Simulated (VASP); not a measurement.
# InSe (R3m) in VASP: a series of runs

Runs on InSe. Level: PBE+D3(BJ). Tasks: single point.

All numbers are computed with VASP 6.6.1; they aren't measurements. Logs are shortened: lines on timing, memory, paths and dates and some standing lists are left out, and cuts for length are marked.

**1. The cell of the first run**

It takes space group R3m (No. 160, trigonal). Conventional cell: a = 4.000 Å, b = 4.000 Å, c = 25.091 Å, α = 90.00°, β = 90.00°, γ = 120.00°. Within 3.5 Å of In (site symmetry 3m) lie 3 Se at 2.65 Å and 1 In at 2.79 Å. Within 3.5 Å of In (site symmetry 3m) lie 3 Se at 2.65 Å and 1 In at 2.79 Å. Se (site symmetry 3m) has 3 In at 2.65 Å within 3.5 Å. Se (site symmetry 3m) has 3 In at 2.65 Å within 3.5 Å.

**2. Single point, PBE+D3(BJ)**

INCAR reads:

```
SYSTEM = InSe
  ALGO = Normal
  EDIFF = 1E-6
  ENCUT = 520
  GGA = PE
  ISIF = 2
  ISMEAR = 0
  IVDW = 12
  LASPH = .True.
  LCHARG = .False.
  LREAL = .False.
  LWAVE = .False.
  NBANDS = 69
  NELM = 60
  PREC = Accurate
  SIGMA = 0.02
```

KPOINTS reads:

```
k-points
0
Gamma
  8 8 2
  0 0 0
```

POSCAR reads:

```
InSe
1.0
    4.0000000000      0.0000000000      0.0000000000
   -2.0000000000      3.4641016152      0.0000000000
    0.0000000000      0.0000000000     25.0910075840
In Se
6 6
Direct
    0.0000000000      0.0000000000     -0.0000728759
    0.6666666667      0.3333333333      0.2220285257
    0.6666666667      0.3333333333      0.3332604574
    0.3333333333      0.6666666667      0.5553618591
    0.3333333333      0.6666666667      0.6665937908
    0.0000000000      0.0000000000      0.8886951924
    0.3333333333      0.6666666667      0.0519647905
    0.0000000000      0.0000000000      0.1700795597
    0.0000000000      0.0000000000      0.3852981238
    0.6666666667      0.3333333333      0.5034128930
    0.6666666667      0.3333333333      0.7186314572
    0.3333333333      0.6666666667      0.8367462263
```

Potentials or basis: VASP PAW PBE potentials, release 64 (In_d, Se).

On the command line:

```console
cat potpaw_PBE.64/In_d/POTCAR potpaw_PBE.64/Se/POTCAR > POTCAR
mpirun -np 1 vasp_std > vasp.out
```

OUTCAR:

```text
SYSTEM = InSe
   EDIFF = 1E-6
   ENCUT = 520
   GGA = PE
   ISIF = 2
   ISMEAR = 0
   IVDW = 12
   LASPH = .True.
   LREAL = .False.
   NELM = 60
   PREC = Accurate
 IVDW          = 12

 ion  position               nearest neighbor table
   1  0.000  0.000  1.000-   7 2.65   7 2.65   7 2.65   6 2.79
   2  0.667  0.333  0.222-   8 2.65   8 2.65   8 2.65   3 2.79
   3  0.667  0.333  0.333-   9 2.65   9 2.65   9 2.65   2 2.79
   4  0.333  0.667  0.555-  10 2.65  10 2.65  10 2.65   5 2.79
   5  0.333  0.667  0.667-  11 2.65  11 2.65  11 2.65   4 2.79
   6  0.000  0.000  0.889-  12 2.65  12 2.65  12 2.65   1 2.79
   7  0.333  0.667  0.052-   1 2.65   1 2.65   1 2.65
   8  0.000  0.000  0.170-   2 2.65   2 2.65   2 2.65
   9  0.000  0.000  0.385-   3 2.65   3 2.65   3 2.65
  10  0.667  0.333  0.503-   4 2.65   4 2.65   4 2.65
  11  0.667  0.333  0.719-   5 2.65   5 2.65   5 2.65
  12  0.333  0.667  0.837-   6 2.65   6 2.65   6 2.65

  LATTYP: Found a hexagonal cell.
 ALAT       =     4.0000000000
 C/A-ratio  =     6.2727518960

  Lattice vectors:

 A1 = (   4.0000000000,   0.0000000000,   0.0000000000)
 A2 = (  -2.0000000000,   3.4641016152,   0.0000000000)
 A3 = (   0.0000000000,   0.0000000000,  25.0910075840)

Analysis of symmetry for initial positions (statically):
=====================================================================
 Subroutine PRICEL returns following result:

  LATTYP: Found a trigonal (rhomboedric) cell.
 ALAT       =     8.6766523335
 COS(alpha) =     0.8937361382

  Lattice vectors:

 A1 = (   1.9999999998,  -1.1547005383,  -8.3636691938)
 A2 = (  -1.9999999996,  -1.1547005386,  -8.3636691963)
 A3 = (  -0.0000000002,   2.3094010769,  -8.3636691938)

   3 primitive cells build up your supercell.

 Routine SETGRP: Setting up the symmetry group for a
 hexagonal supercell.

 Subroutine GETGRP returns: Found  6 space group operations
 (whereof  6 operations were pure point group operations)
 out of a pool of 24 trial point group operations.

The static configuration has the point symmetry C_3v.

Analysis of symmetry for dynamics (positions and initial velocities):
=====================================================================
 Subroutine PRICEL returns following result:

  LATTYP: Found a trigonal (rhomboedric) cell.
 ALAT       =     8.6766523335
 COS(alpha) =     0.8937361382

  Lattice vectors:

 A1 = (   1.9999999998,  -1.1547005383,  -8.3636691938)
 A2 = (  -1.9999999996,  -1.1547005386,  -8.3636691963)
 A3 = (  -0.0000000002,   2.3094010769,  -8.3636691938)

   3 primitive cells build up your supercell.

 Routine SETGRP: Setting up the symmetry group for a
 hexagonal supercell.

 Subroutine GETGRP returns: Found  6 space group operations
 (whereof  6 operations were pure point group operations)
 out of a pool of 24 trial point group operations.

The dynamic configuration has the point symmetry C_3v.

 Subroutine INISYM returns: Found  6 space group operations
 (whereof  6 operations are pure point group operations),
 and found     3 'primitive' translations

----------------------------------------------------------------------------------------

                                     Primitive cell

  volume of cell :     115.8904

  direct lattice vectors                    reciprocal lattice vectors
     2.000000000 -1.154700538 -8.363669194     0.250000000 -0.144337567 -0.039854916
    -2.000000000 -1.154700539 -8.363669196    -0.250000000 -0.144337567 -0.039854916
    -0.000000000  2.309401077 -8.363669194     0.000000000  0.288675135 -0.039854916

  length of vectors
     8.676652333  8.676652336  8.676652334     0.291413362  0.291413362  0.291413362

  position of ions in fractional coordinates (direct lattice)
     0.000072876  0.000072876  0.000072876
     0.111304808  0.111304808  0.111304808
     0.614701876  0.614701876  0.614701876
     0.829920440  0.829920440  0.829920440

  ion indices of the primitive-cell ions
   primitive index   ion index
                 1           1
                 2           6
                 3           9
                 4           8

----------------------------------------------------------------------------------------

 KPOINTS: k-points

Automatic generation of k-mesh.
 Grid dimensions read from file:
 generate k-points for:    8    8    2

 Generating k-lattice:

  Cartesian coordinates                     Fractional coordinates (reciprocal lattice)
     0.031250000  0.018042196  0.000000000     0.125000000  0.000000000  0.000000000
     0.000000000  0.036084392  0.000000000     0.000000000  0.125000000  0.000000000
     0.000000000  0.000000000  0.019927458     0.000000000  0.000000000  0.500000000

  Length of vectors
     0.036084392  0.036084392  0.019927458

  Shift w.r.t. Gamma in fractional coordinates (k-lattice)
     0.000000000  0.000000000  0.000000000

 Subroutine IBZKPT returns following result:
 ===========================================

 Found     20 irreducible k-points:

 Following reciprocal coordinates:
            Coordinates               Weight
  0.000000  0.000000  0.000000      1.000000
  0.125000  0.000000  0.000000      6.000000
  0.250000  0.000000  0.000000      6.000000
  0.375000  0.000000  0.000000      6.000000
  0.500000  0.000000  0.000000      3.000000
  0.125000  0.125000  0.000000      6.000000
[... 12 lines left out ...]
  0.250000  0.250000  0.500000      6.000000
  0.375000  0.250000  0.500000      6.000000
   k-points           NKPTS =     20   k-points in BZ     NKDIM =     20   number of bands    NBANDS=     69
   number of dos      NEDOS =    301   number of ions     NIONS =     12
   total plane-waves  NPLWV = 172800
   dimension x,y,z NGX =    30 NGY =   30 NGZ =  192
   dimension x,y,z NGXF=    60 NGYF=   60 NGZF=  384
   ions per type =               6   6
   NGX,Y,Z   is equivalent  to a cutoff of  12.47, 12.47, 12.72 a.u.
   NGXF,Y,Z  is equivalent  to a cutoff of  24.94, 24.94, 25.44 a.u.
 SYSTEM =  InSe
   PREC   = accura    normal or accurate (medium, high low for compatibility)
   ISTART =      0    job   : 0-new  1-cont  2-samecut
   ICHARG =      2    charge: 1-file 2-atom 10-const
   ISPIN  =      1    spin polarized calculation?
   LNONCOLLINEAR =      F non collinear calculations
   LSORBIT =      F    spin-orbit coupling
   LASPH  =      T    aspherical Exc in radial PAW
   ENCUT  =  520.0 eV  38.22 Ry    6.18 a.u.   7.44  7.44 46.65*2*pi/ulx,y,z
   NELM   =     60;   NELMIN=  2; NELMDL= -5     # of ELM steps
   EDIFF  = 0.1E-05   stopping-criterion for ELM
   LREAL  =      F    real-space projection
   EDIFFG = 0.1E-04   stopping-criterion for IOM
   NSW    =      0    number of steps for IOM
   IBRION =     -1    ionic relax: 0-MD 1-quasi-New 2-CG
   NFREE  =      0    steps in history (QN), initial steepest desc. (CG)
   ISIF   =      2    stress and relaxation
   ISYM   =      2    0-nonsym 1-usesym 2-fastsym
   POTIM  = 0.5000    time-step for ionic-motion
   TEBEG  =    0.0;   TEEND  =   0.0 temperature during run
   PSTRESS=    0.0 pullay stress
   NELECT =     114.0000    total number of electrons
   NUPDOWN=      -1.0000    fix difference up-down
   EMIN   =  10.00;   EMAX   =-10.00  energy-range for DOS
   EFERMI =   0.00;   METHOD = LEGACY
   ISMEAR =     0;   SIGMA  =   0.02  broadening in eV -4-tet -1-fermi 0-gaus
   EFERMI_NEDOS =   21; number of points for ismear=-14 and -15
   IALGO  =     38    algorithm
   IMIX   =      4    mixing-type and parameters
     AMIX     =   0.40;   BMIX     =  1.00
     AMIX_MAG =   1.60;   BMIX_MAG =  1.00
  volume/ion in A,a.u.               =      28.97       195.52
  Fermi-wavevector in a.u.,A,eV,Ry     =   1.128895  2.133302 17.339317  1.274404
  Thomas-Fermi vector in A             =   2.265587
   LORBIT       =      0    0 simple, 1 ext, 2 COOP (PROOUT), +10 PAW based schemes
   GGA     = PE    functional components
   LHFCALC =     F    Hartree Fock is set to
   AEXX    =    0.0000 exact exchange contribution
   IVDW    =    12    specifies the selected vdW correction
   LEPSILON=     F    determine dielectric tensor
   LRPA    =     F    only Hartree local field effects (RPA)
 non-spin polarized calculation
 Gauss-broadening in eV      SIGMA  =   0.02
  energy-cutoff  :      520.00
  volume of cell :      347.67
 maximum number of plane-waves:      9411
 NGX is ok and might be reduce to    30
   NGX = 15   NGY = 15   NGZ = 93

 number of electron     113.9999972 magnetization

 Free energy of the ion-electron system (eV)
  ---------------------------------------------------
  ext. energy  EPLUGINS =         0.00000000
  ---------------------------------------------------
  free energy    TOTEN  =       -42.41004890 eV

  energy without entropy =      -42.41004890  energy(sigma->0) =      -42.41004890

 E-fermi :   4.2692     XC(G=0):  -8.9679

 val. band max:        4.1663726527   @ k =   0.0000   0.0000   0.5000
 cond. band min:       4.6165953313   @ k =   0.0000   0.0000   0.5000
 fundamental gap:      0.4502226787
 Fermi energy:         4.2692008394

 k-point     1 :       0.0000    0.0000    0.0000
  band No.  band energies     occupation
      1     -10.6184      2.00000
      2     -10.6184      2.00000
      3     -10.6182      2.00000
      4     -10.4337      2.00000
      5     -10.4337      2.00000
      6     -10.4337      2.00000
[... 61 lines left out ...]
     68       8.5748      0.00000
     69       8.5748      0.00000
[... 1366 lines left out ...]
     68       8.5376      0.00000
     69       8.5376      0.00000

------------------------ aborting loop because EDIFF is reached ----------------------------------------

 Edisp (eV)   -3.63700

 E8    (eV) :    -1.6677

  FORCE on cell =-STRESS in cart. coord.  units (eV):
  Direction    XX          YY          ZZ          XY          YZ          ZX
  --------------------------------------------------------------------------------------
  -------------------------------------------------------------------------------------
  Total       1.62054     1.62054     0.05534     0.00000     0.00000     0.00000
  in kB       7.46794     7.46794     0.25500     0.00000     0.00000     0.00000
  external pressure =        5.06 kB  Pullay stress =        0.00 kB

 VOLUME and BASIS-vectors are now :
 -----------------------------------------------------------------------------
  energy-cutoff  :      520.00
  volume of cell :      347.67
      direct lattice vectors                 reciprocal lattice vectors
     4.000000000  0.000000000  0.000000000     0.250000000  0.144337567  0.000000000
    -2.000000000  3.464101615  0.000000000     0.000000000  0.288675135  0.000000000
     0.000000000  0.000000000 25.091007584     0.000000000  0.000000000  0.039854916

 POSITION                                       TOTAL-FORCE (eV/Angst)
 -----------------------------------------------------------------------------------
      0.00000      0.00000     25.08918         0.000000      0.000000     -0.012804
      2.00000      1.15470      5.57092         0.000000     -0.000000      0.012395
      2.00000      1.15470      8.36184        -0.000000      0.000000     -0.012804
     -0.00000      2.30940     13.93459        -0.000000     -0.000000      0.012395
     -0.00000      2.30940     16.72551        -0.000000      0.000000     -0.012804
      0.00000      0.00000     22.29826        -0.000000     -0.000000      0.012395
     -0.00000      2.30940      1.30385         0.000000      0.000000      0.013969
      0.00000      0.00000      4.26747         0.000000     -0.000000     -0.013560
      0.00000      0.00000      9.66752         0.000000     -0.000000      0.013969
      2.00000      1.15470     12.63114         0.000000      0.000000     -0.013560
      2.00000      1.15470     18.03119         0.000000     -0.000000      0.013969
     -0.00000      2.30940     20.99481         0.000000     -0.000000     -0.013560
 -----------------------------------------------------------------------------------
    total drift:                               -0.000001      0.000000      0.000535

  FREE ENERGIE OF THE ION-ELECTRON SYSTEM (eV)
  ---------------------------------------------------
  free  energy   TOTEN  =       -46.0470496018 eV

  energy  without entropy=      -46.0470496018  energy(sigma->0) =      -46.04704960
```

Wall time 19 min (1 thread of AMD EPYC 7R43 (Zen 3), shared host); peak memory 0.59 GiB.

What came out:

- Free energy: -46.0470 eV
- Pressure: 0.5 GPa
- Largest force: 0.014 eV/Å
- Band gap on the k mesh: 0.45 eV
- Dispersion energy per atom: -0.303 eV

Forces in eV/Å, atoms in the order of the input:
```
In   0.000  0.000 -0.013
In   0.000  0.000  0.012
In   0.000  0.000 -0.013
In   0.000  0.000  0.012
In   0.000  0.000 -0.013
In   0.000  0.000  0.012
Se   0.000  0.000  0.014
Se   0.000  0.000 -0.014
Se   0.000  0.000  0.014
Se   0.000  0.000 -0.014
Se   0.000  0.000  0.014
Se   0.000  0.000 -0.014
```

Caveat: spin-orbit coupling is left out, which moves the levels of the heavy elements.

**3. Single point, PBE+D3(BJ)**

This run uses another cell than the first one, of 29.24 Å³/atom, 1.009 times its volume.

INCAR reads:

```
PREC     = Accurate       # precision mode
ENCUT    = 520            # plane-wave cutoff, eV
EDIFF    = 1E-7           # SCF threshold, eV
ISMEAR   = 0              # smearing method
SIGMA    = 0.02           # smearing width, eV
LREAL    = F              # projectors in reciprocal space
LASPH    = T              # aspherical terms in the spheres
NELM     = 60             # most SCF steps
ALGO     = Normal         # electronic algorithm
ISIF     = 2              # what is computed and relaxed
LWAVE    = F              # write WAVECAR
LCHARG   = T              # write CHGCAR
GGA      = PE             # functional
IVDW     = 12             # dispersion correction
LELF     = T              # ELF
LVHAR    = T            
NBANDS   = 69             # bands
```

KPOINTS reads:

```
regular mesh
0
Gamma
  8 8 2
```

POSCAR reads:

```
InSe
1.0
    4.0000000000      0.0000000000      0.0000000000
   -2.0000000000      3.4641016152      0.0000000000
    0.0000000000      0.0000000000     25.3200000000
In Se
6 6
Direct
    0.0000000000      0.0000000000      0.0000000000
    0.6666666667      0.3333333333      0.2219333333
    0.6666666667      0.3333333333      0.3333333333
    0.3333333333      0.6666666667      0.5552666667
    0.3333333333      0.6666666667      0.6666666667
    0.0000000000      0.0000000000      0.8886000000
    0.3333333333      0.6666666667      0.0501666667
    0.0000000000      0.0000000000      0.1719000000
    0.0000000000      0.0000000000      0.3835000000
    0.6666666667      0.3333333333      0.5052333333
    0.6666666667      0.3333333333      0.7168333333
    0.3333333333      0.6666666667      0.8385666667
```

Potentials or basis: VASP PAW PBE potentials, release 64 (In_d, Se).

On the command line:

```console
cat potpaw_PBE.64/In_d/POTCAR potpaw_PBE.64/Se/POTCAR > POTCAR
mpirun -np 1 vasp_std > vasp.out
```

OUTCAR:

```text
PREC = Accurate
   ENCUT = 520
   EDIFF = 1E-7
   ISMEAR = 0
   LREAL = F
   LASPH = T
   NELM = 60
   ISIF = 2
   GGA = PE
   IVDW = 12
 IVDW          = 12

 ion  position               nearest neighbor table
   1  0.000  0.000  0.000-   7 2.64   7 2.64   7 2.64   6 2.82
   2  0.667  0.333  0.222-   8 2.63   8 2.63   8 2.63   3 2.82
   3  0.667  0.333  0.333-   9 2.64   9 2.64   9 2.64   2 2.82
   4  0.333  0.667  0.555-  10 2.63  10 2.63  10 2.63   5 2.82
   5  0.333  0.667  0.667-  11 2.64  11 2.64  11 2.64   4 2.82
[... 1674 lines left out ...]

 VOLUME and BASIS-vectors are now :
 -----------------------------------------------------------------------------
  energy-cutoff  :      520.00
  volume of cell :      350.84
      direct lattice vectors                 reciprocal lattice vectors
     4.000000000  0.000000000  0.000000000     0.250000000  0.144337567  0.000000000
    -2.000000000  3.464101615  0.000000000     0.000000000  0.288675135  0.000000000
     0.000000000  0.000000000 25.320000000     0.000000000  0.000000000  0.039494471

 POSITION                                       TOTAL-FORCE (eV/Angst)
 -----------------------------------------------------------------------------------
      0.00000      0.00000      0.00000        -0.000000      0.000000     -0.374053
      2.00000      1.15470      5.61935         0.000000      0.000000      0.386279
      2.00000      1.15470      8.44000        -0.000000     -0.000000     -0.374053
     -0.00000      2.30940     14.05935        -0.000000      0.000000      0.386279
     -0.00000      2.30940     16.88000         0.000000      0.000000     -0.374053
      0.00000      0.00000     22.49935         0.000000      0.000000      0.386279
     -0.00000      2.30940      1.27022        -0.000000     -0.000000      0.277421
      0.00000      0.00000      4.35251        -0.000000     -0.000000     -0.289647
      0.00000      0.00000      9.71022         0.000000     -0.000000      0.277421
      2.00000      1.15470     12.79251         0.000000     -0.000000     -0.289647
      2.00000      1.15470     18.15022         0.000000     -0.000000      0.277421
     -0.00000      2.30940     21.23251         0.000000     -0.000000     -0.289647
 -----------------------------------------------------------------------------------
    total drift:                               -0.000001      0.000001     -0.000839

  FREE ENERGIE OF THE ION-ELECTRON SYSTEM (eV)
  ---------------------------------------------------
  free  energy   TOTEN  =       -46.0059548673 eV

  energy  without entropy=      -46.0059548673  energy(sigma->0) =      -46.00595487
```

OSZICAR:

```text
N       E                     dE             d eps       ncg     rms          rms(c)
DAV:   1     0.125199054392E+04    0.12520E+04   -0.49603E+04  2768   0.184E+03
DAV:   2     0.177922848348E+03   -0.10741E+04   -0.10444E+04  2768   0.497E+02
DAV:   3    -0.262029770157E+02   -0.20413E+03   -0.19566E+03  3223   0.216E+02
DAV:   4    -0.430294389510E+02   -0.16826E+02   -0.16610E+02  3360   0.600E+01
DAV:   5    -0.437169950788E+02   -0.68756E+00   -0.68538E+00  3744   0.121E+01    0.129E+01
DAV:   6    -0.424418740875E+02    0.12751E+01   -0.22556E+00  3718   0.168E+01    0.710E+00
DAV:   7    -0.424212228799E+02    0.20651E-01   -0.17127E+00  4139   0.601E+00    0.195E+00
DAV:   8    -0.424057788852E+02    0.15444E-01   -0.18367E-01  3971   0.348E+00    0.148E+00
DAV:   9    -0.424106425741E+02   -0.48637E-02   -0.37539E-02  3683   0.668E-01    0.503E-01
DAV:  10    -0.424106546722E+02   -0.12098E-04   -0.37684E-03  3771   0.604E-01    0.169E-01
DAV:  11    -0.424111377122E+02   -0.48304E-03   -0.15884E-03  3478   0.186E-01    0.401E-02
DAV:  12    -0.424111794396E+02   -0.41727E-04   -0.90624E-05  4371   0.632E-02    0.267E-02
DAV:  13    -0.424112009327E+02   -0.21493E-04   -0.30245E-05  3288   0.200E-02    0.138E-02
DAV:  14    -0.424112024560E+02   -0.15233E-05   -0.15048E-06  3619   0.779E-03    0.363E-03
DAV:  15    -0.424112030703E+02   -0.61427E-06   -0.52378E-07  2459   0.423E-03    0.199E-03
DAV:  16    -0.424112032936E+02   -0.22329E-06   -0.28140E-07  2397   0.294E-03    0.787E-04
DAV:  17    -0.424112032394E+02    0.54153E-07   -0.31580E-08  1829   0.211E-03
   1 F= -.46005955E+02 E0= -.46005955E+02  d E =-.366084E-16
```

It took 7.5 min on 1 thread of AMD EPYC 7R13 (Zen 3), shared host; peak memory 0.63 GiB.

Results:

```
Free energy                : -46.0060 eV
Pressure                   : 1.0 GPa
Largest force              : 0.386 eV/Å
Band gap on the k mesh     : 0.43 eV
Dispersion energy per atom : -0.300 eV
```

Forces in eV/Å, atoms in the order of the input:
```
In   0.000  0.000 -0.374
In   0.000  0.000  0.386
In   0.000  0.000 -0.374
In   0.000  0.000  0.386
In   0.000  0.000 -0.374
In   0.000  0.000  0.386
Se   0.000  0.000  0.277
Se   0.000  0.000 -0.290
Se   0.000  0.000  0.277
Se   0.000  0.000 -0.290
Se   0.000  0.000  0.277
Se   0.000  0.000 -0.290
```

Stress tensor (GPa, compression positive):
```
1.46 0.00 0.00
0.00 1.46 0.00
0.00 0.00 0.12
```

Caveat: spin-orbit coupling is left out, which moves the levels of the heavy elements. A k mesh can miss the band edges.
